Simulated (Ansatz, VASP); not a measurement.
# One calculation of CO2, two programs

File INCAR:

```
SYSTEM = CO2
PREC = Accurate
ENCUT = 1000
EDIFF = 1E-8
ISMEAR = -1
SIGMA = 0.02
LREAL = .False.
LASPH = .True.
NELM = 120
ALGO = Normal
ISIF = 2
LWAVE = .False.
LCHARG = .False.
GGA = PE
LEFG = .True.
NBANDS = 44
GGA_COMPAT = .False.
```

File KPOINTS:

```
Automatic mesh
0
Gamma
  5 5 4
  0 0 0
```

File POSCAR:

```
CO2
1.0
    5.0693110000      0.0000000000      0.0000000000
    0.0000000000      5.0693110000      0.0000000000
    0.0000000000      0.0000000000      7.2320250000
C O
4 8
Direct
    0.9887920000      0.0112080000      0.7500000000
    0.0112080000      0.9887920000      0.2500000000
    0.5112080000      0.5112080000      0.5000000000
    0.4887920000      0.4887920000      0.0000000000
    0.6749860000      0.3476070000      0.4926710000
    0.3250140000      0.6523930000      0.9926710000
    0.8476070000      0.8250140000      0.2426710000
    0.1523930000      0.1749860000      0.7426710000
    0.6523930000      0.3250140000      0.0073290000
    0.3476070000      0.6749860000      0.5073290000
    0.8250140000      0.8476070000      0.7573290000
    0.1749860000      0.1523930000      0.2573290000
```

Input for Ansatz:

```yaml
crystal:
  lattice:
    - [5.069311, 0.0, 0.0]
    - [0.0, 5.069311, 0.0]
    - [0.0, 0.0, 7.232025]
  atoms:
    - { symbol: C, position: [0.988792, 0.011208, 0.75] }
    - { symbol: C, position: [0.011208, 0.988792, 0.25] }
    - { symbol: C, position: [0.511208, 0.511208, 0.5] }
    - { symbol: C, position: [0.488792, 0.488792, 0.0] }
    - { symbol: O, position: [0.674986, 0.347607, 0.492671] }
    - { symbol: O, position: [0.325014, 0.652393, 0.992671] }
    - { symbol: O, position: [0.847607, 0.825014, 0.242671] }
    - { symbol: O, position: [0.152393, 0.174986, 0.742671] }
    - { symbol: O, position: [0.652393, 0.325014, 0.007329] }
    - { symbol: O, position: [0.347607, 0.674986, 0.507329] }
    - { symbol: O, position: [0.825014, 0.847607, 0.757329] }
    - { symbol: O, position: [0.174986, 0.152393, 0.257329] }
kpoints:
  mp_grid: { grid: [5, 5, 4] }
scf:
  occupations: { method: fermi_dirac, width: 0.02 }
hamiltonian:
  xc: pbe
  pseudopotentials: { kind: paw, frozen_core: stored }
output:
  forces: true
  stress: true
  populations: true
  efg: { quadrupole_moments_barn: { O: -0.02558 } }
```

Alike in both runs: task electric field gradients; functional PBE; k mesh 5 × 5 × 4; occupations fermi-dirac, width 0.02 eV; no spin polarisation.

|  | VASP | Ansatz |
| --- | --- | --- |
| version | VASP 6.6.1 | Ansatz 0.2.0 |
| potentials or method | VASP PAW PBE potentials, release 64 (C_h, O_h) | plane-wave PAW, scalar-relativistic |
| plane-wave cutoff (eV) | 1000 | 420 |
| valence electrons in the cell | 64 | 64 |

VASP gave:

| Quantity | Value |
| --- | --- |
| gap on the k mesh at the Fermi level (eV) | 6.46 |
| rms of the force components (eV/Å) | 0.293 |
| size of Vzz on the site where it differs most (V/Å²) | 50.1 |

Task: Estimate Ansatz's values.

Result: gap on the k mesh at the Fermi level (eV): 6.46; rms of the force components (eV/Å): 0.295; size of Vzz on the site where it differs most (V/Å²): 25.9.

Atom by atom the forces differ by 0.003 eV/Å (rms over components).
